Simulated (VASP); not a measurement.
Here is a VASP 6.6.1 calculation.

File POSCAR:

```
Si16Au
1.0
    0.0000000000      5.4437023800     -5.4437023800
    5.4437023800      5.4437023800      0.0000000000
    5.4437023800      0.0000000000     -5.4437023800
Si Au
16 1
Direct
    0.1498601399      0.1189032674      0.1222576022
    0.1092244687      0.6616249840      0.1157194968
    0.5671903577      0.1395192916      0.1482532372
    0.6313833417      0.6210620574      0.1273012284
    0.1475139425      0.1192458652      0.6122873308
    0.1442077368      0.6131099327      0.6221719638
    0.6507844758      0.0916231207      0.6302609438
    0.6306120835      0.6209026989      0.6228934397
    0.2608667596      0.7480188511      0.2508910122
    0.1989441972      0.2932430704      0.2552024161
    0.7311367746      0.7661642222      0.2526655397
    0.7191563254      0.2543829371      0.2704115503
    0.2599738930      0.7481993349      0.7425748540
    0.2820911932      0.2412991028      0.7390392088
    0.7709704181      0.7213773322      0.7546563374
    0.7201087103      0.2539059639      0.7588916902
   -0.0608261578      0.1280566885     -0.0313124209
```

The input INCAR.step1:

```
PREC = Accurate ; ENCUT = 520
ISMEAR = 0 ; SIGMA = 0.02
LREAL = Auto ; LASPH = True
NELM = 80 ; NELECT = 74.0
NBANDS = 52 ; GGA = PE
ALGO = Normal ; EDIFF = 1E-4
LWAVE = True ; LCHARG = False
```

The input INCAR.step2:

```
PREC = Accurate ; ENCUT = 520
EDIFF = 1E-6 ; ISMEAR = 0
SIGMA = 0.02 ; LREAL = Auto
LASPH = True ; NELM = 80
ALGO = Normal ; ISIF = 2
LWAVE = False ; LCHARG = False
METAGGA = R2SCAN ; LMIXTAU = True
NELECT = 74.0 ; NBANDS = 52
ISTART = 1
```

Contents of KPOINTS:

```
Automatic mesh
0
Gamma
  2 2 2
```

Potentials or basis: VASP PAW PBE potentials, release 64 (Si, Au).

The run is started by

```bash
$ cat potpaw_PBE.64/Si/POTCAR potpaw_PBE.64/Au/POTCAR > POTCAR
$ cp INCAR.step1 INCAR
$ mpirun -np 1 vasp_std > vasp.out
$ cp INCAR.step2 INCAR
$ mpirun -np 1 vasp_std > vasp.out
```

Problem. Estimate the largest force.

Solution. 0.235 eV/Å.

Forces on the atoms (eV/Å):
```
Si   0.022  0.020 -0.039
Si   0.026 -0.006  0.024
Si  -0.032  0.008 -0.030
Si   0.011 -0.044 -0.002
Si  -0.044  0.023  0.021
Si  -0.003 -0.035 -0.006
Si  -0.036 -0.055 -0.031
Si   0.001 -0.037  0.008
Si   0.028 -0.022  0.008
Si  -0.021  0.063 -0.020
Si  -0.009 -0.016 -0.006
Si   0.030 -0.023 -0.038
Si   0.008 -0.018  0.024
Si  -0.007  0.017 -0.015
Si  -0.012 -0.053 -0.022
Si  -0.040 -0.024  0.032
Au   0.076  0.202  0.092
```

Caveat: the k points lie up to 0.50 Å⁻¹ apart; the cell carries a net charge on a neutralising background, which shifts energy and pressure; the PAW data sets were made with another functional, which shifts forces and pressure a little.
